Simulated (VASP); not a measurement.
# CaSe (I4mm) in VASP: further runs, part 2 of 2

VASP 6.6.1. Earlier steps stand in the parts before.

### Step 3. Single point, PBE

INCAR reads:

```
SYSTEM = CaSe
ALGO = Normal
EDIFF = 1E-7
ENCUT = 520
GGA = PE
ISIF = 2
ISMEAR = 0
LASPH = .TRUE.
LCHARG = .TRUE.
LELF = .TRUE.
LREAL = .FALSE.
LVHAR = .TRUE.
LWAVE = .FALSE.
NBANDS = 15
NELM = 60
PREC = Accurate
SIGMA = 0.05
```

KPOINTS reads:

```
k-points
0
G
  8 8 8
  0 0 0
```

POSCAR reads:

```
CaSe
1.0
    0.0000000000      2.9560000000      2.9560000000
    2.9560000000      0.0000000000      2.9560000000
    2.9560000000      2.9560000000      0.0000000000
Ca Se
1 1
Direct
   -0.0634303112     -0.0634303112      0.0634303112
    0.5000000000      0.5000000000      0.5000000000
```

Potentials or basis: VASP PAW PBE potentials, release 64 (Ca_sv, Se).

The run is started by

```bash
> cat potpaw_PBE.64/Ca_sv/POTCAR potpaw_PBE.64/Se/POTCAR > POTCAR
> mpirun -np 1 vasp_std > vasp.out
```

OUTCAR:

```text
SYSTEM = CaSe
   EDIFF = 1E-7
   ENCUT = 520
   GGA = PE
   ISIF = 2
   ISMEAR = 0
   LASPH = .TRUE.
   LREAL = .FALSE.
   NELM = 60
   PREC = Accurate

 ion  position               nearest neighbor table
   1  0.937  0.937  0.063-   2 2.58   2 2.98   2 2.98   2 2.98   2 2.98
   2  0.500  0.500  0.500-   1 2.58   1 2.98   1 2.98   1 2.98   1 2.98

  LATTYP: Found a face centered cubic cell.
 ALAT       =     5.9120000000

  Lattice vectors:

 A1 = (   0.0000000000,   2.9560000000,   2.9560000000)
 A2 = (   2.9560000000,   0.0000000000,   2.9560000000)
 A3 = (   2.9560000000,   2.9560000000,   0.0000000000)

Analysis of symmetry for initial positions (statically):
=====================================================================
 Subroutine PRICEL returns:
 Original cell was already a primitive cell.

 Routine SETGRP: Setting up the symmetry group for a
 face centered cubic supercell.

 Subroutine GETGRP returns: Found  8 space group operations
 (whereof  8 operations were pure point group operations)
 out of a pool of 48 trial point group operations.

The static configuration has the point symmetry C_4v.

Analysis of symmetry for dynamics (positions and initial velocities):
=====================================================================
 Subroutine PRICEL returns:
 Original cell was already a primitive cell.

 Routine SETGRP: Setting up the symmetry group for a
 face centered cubic supercell.

 Subroutine GETGRP returns: Found  8 space group operations
 (whereof  8 operations were pure point group operations)
 out of a pool of 48 trial point group operations.

The dynamic configuration has the point symmetry C_4v.

 Subroutine INISYM returns: Found  8 space group operations
 (whereof  8 operations are pure point group operations),
 and found     1 'primitive' translations

----------------------------------------------------------------------------------------

                                     Primitive cell

  volume of cell :      51.6587

[... 118 lines left out ...]
   LRPA    =     F    only Hartree local field effects (RPA)
 non-spin polarized calculation
 Gauss-broadening in eV      SIGMA  =   0.05
  energy-cutoff  :      520.00
  volume of cell :       51.66
 maximum number of plane-waves:      1411
   NGX = 15   NGY = 15   NGZ = 15

 number of electron      15.9999998 magnetization

 Free energy of the ion-electron system (eV)
  ---------------------------------------------------
  ext. energy  EPLUGINS =         0.00000000
  ---------------------------------------------------
  free energy    TOTEN  =        -9.20455169 eV

  energy without entropy =       -9.20455169  energy(sigma->0) =       -9.20455169

 E-fermi :   2.4866     XC(G=0):  -9.1318

 val. band max:        2.2199188805   @ k =   0.0000   0.0000   0.0000
 cond. band min:       4.5047799622   @ k =   0.5000   0.5000   0.0000
 fundamental gap:      2.2848610817
 Fermi energy:         2.4865509766

 k-point     1 :       0.0000    0.0000    0.0000
  band No.  band energies     occupation
      1     -37.1955      2.00000
      2     -18.2447      2.00000
      3     -18.1965      2.00000
      4     -18.1965      2.00000
      5      -9.3639      2.00000
      6       2.1605      2.00000
      7       2.2199      2.00000
      8       2.2199      2.00000
      9       5.7427      0.00000
     10       6.2682      0.00000
     11       6.5231      0.00000
     12       6.5231      0.00000
     13       6.8207      0.00000
     14       7.3934      0.00000
[... 401 lines left out ...]
      2     -18.3325      2.00000
      3     -18.2422      2.00000
      4     -18.2194      2.00000
      5      -8.7272      2.00000
      6      -0.1523      2.00000
      7       0.8842      2.00000
      8       1.3813      2.00000
      9       5.8528      0.00000
     10       7.5807      0.00000
     11       8.1295      0.00000
     12       8.3503      0.00000
     13       8.3865      0.00000
     14       9.4696      0.00000
     15      11.3258      0.00000

 [... further k-points ...]

------------------------ aborting loop because EDIFF is reached ----------------------------------------

  FORCE on cell =-STRESS in cart. coord.  units (eV):
  Direction    XX          YY          ZZ          XY          YZ          ZX
  --------------------------------------------------------------------------------------
  -------------------------------------------------------------------------------------
  Total        0.2448704      0.2448704      3.5351106      0.0000000     -0.0000000      0.0000000
  in kB        7.5945764      7.5945764    109.6403231      0.0000000     -0.0000000      0.0000000
  external PRESSURE =      41.6098253 kB  Pullay stress =       0.0000000 kB

 VOLUME and BASIS-vectors are now :
 -----------------------------------------------------------------------------
  energy-cutoff  :      520.00
  volume of cell :       51.66
      direct lattice vectors                 reciprocal lattice vectors
     0.000000000  2.956000000  2.956000000    -0.169147497  0.169147497  0.169147497
     2.956000000  0.000000000  2.956000000     0.169147497 -0.169147497  0.169147497
     2.956000000  2.956000000  0.000000000     0.169147497  0.169147497 -0.169147497

 POSITION                                       TOTAL-FORCE (eV/Angst)
 -----------------------------------------------------------------------------------
      2.95600      2.95600      5.53700         0.000000      0.000000      1.763482
      2.95600      2.95600      2.95600         0.000000      0.000000     -1.763482
 -----------------------------------------------------------------------------------
    total drift:                               -0.000000     -0.000000     -0.000167

  FREE ENERGIE OF THE ION-ELECTRON SYSTEM (eV)
  ---------------------------------------------------
  free  energy   TOTEN  =        -9.2045516897 eV

  energy  without entropy=       -9.2045516897  energy(sigma->0) =       -9.20455169
```

OSZICAR:

```text
N       E                     dE             d eps       ncg     rms          rms(c)
DAV:   1     0.100582676600E+03    0.10058E+03   -0.68833E+03  1770   0.952E+02
DAV:   2    -0.362696337585E+01   -0.10421E+03   -0.99242E+02  2141   0.253E+02
DAV:   3    -0.932013654599E+01   -0.56932E+01   -0.56533E+01  3185   0.486E+01
DAV:   4    -0.939924869944E+01   -0.79112E-01   -0.79059E-01  2029   0.511E+00
DAV:   5    -0.940032746731E+01   -0.10788E-02   -0.10787E-02  2561   0.498E-01    0.425E+00
DAV:   6    -0.921670491140E+01    0.18362E+00   -0.22934E-01  2085   0.267E+00    0.252E+00
DAV:   7    -0.919984750529E+01    0.16857E-01   -0.12531E-01  2211   0.228E+00    0.867E-01
DAV:   8    -0.920436367527E+01   -0.45162E-02   -0.11776E-02  1905   0.916E-01    0.130E-01
DAV:   9    -0.920439493141E+01   -0.31256E-04   -0.74535E-04  2458   0.292E-01    0.568E-02
DAV:  10    -0.920453101267E+01   -0.13608E-03   -0.15819E-04  1945   0.802E-02    0.212E-02
DAV:  11    -0.920455235984E+01   -0.21347E-04   -0.30819E-05  2323   0.453E-02    0.119E-02
DAV:  12    -0.920455186319E+01    0.49665E-06   -0.37509E-06  2267   0.130E-02    0.274E-03
DAV:  13    -0.920455171018E+01    0.15302E-06   -0.31992E-07  2029   0.438E-03    0.509E-04
DAV:  14    -0.920455168966E+01    0.20520E-07   -0.15882E-08  1340   0.115E-03
   1 F= -.92045517E+01 E0= -.92045517E+01  d E =-.492143E-16
```

stdout:

```text
POSCAR found type information on POSCAR CaSe
 POSCAR found :  2 types and       2 ions
 scaLAPACK will be used
 LDA part: xc-table for (Slater+PW92), standard interpolation
 POSCAR, INCAR and KPOINTS ok, starting setup
 FFT: planning ... GRIDC
 FFT: planning ... GRID_SOFT
 FFT: planning ... GRID
 WAVECAR not read
 entering main loop
```

It took 26 s on 1 thread of Intel Xeon Platinum 8488C (Sapphire Rapids), shared host; peak memory 0.2 GiB.

Results:

```
Free energy            : -9.2046 eV
Pressure               : 4.2 GPa
Largest force          : 1.763 eV/Å
Band gap on the k mesh : 2.28 eV, indirect (least direct gap 3.00 eV)
```

Forces on the atoms (eV/Å):
```
Ca   0.000  0.000  1.763
Se   0.000  0.000 -1.763
```

Stress tensor (GPa, compression positive):
```
 0.76  0.00  0.00
 0.00  0.76  0.00
 0.00  0.00 10.96
```

Levels at points of the mesh, in eV from the valence-band top:
```tsv
k point	band 4	band 5	band 6	band 7	band 8	band 9	band 10	band 11	band 12	band 13
(0.00, 0.00, 0.00)	-20.42	-11.58	-0.06	0.00	0.00	3.52	4.05	4.30	4.30	4.60
(0.50, 0.00, 0.00)	-20.43	-10.90	-3.04	-0.95	-0.92	4.48	5.52	5.73	5.87	7.14
(0.50, 0.50, 0.00)	-20.45	-10.99	-2.19	-0.72	-0.72	2.28	5.13	5.42	5.94	6.24
(0.00, 0.50, 0.50)	-20.45	-11.00	-2.30	-1.01	-0.73	2.70	5.14	5.47	6.26	6.34
```

Caveat: the cell differs from its parent crystal (all Ca atoms moved +0.375 Å, as atom 1 towards its neighbour atom 2 (Se) at 2.956 Å); forces of over 1 eV/Å act on the atoms, so gaps and moduli don't describe the material at rest.
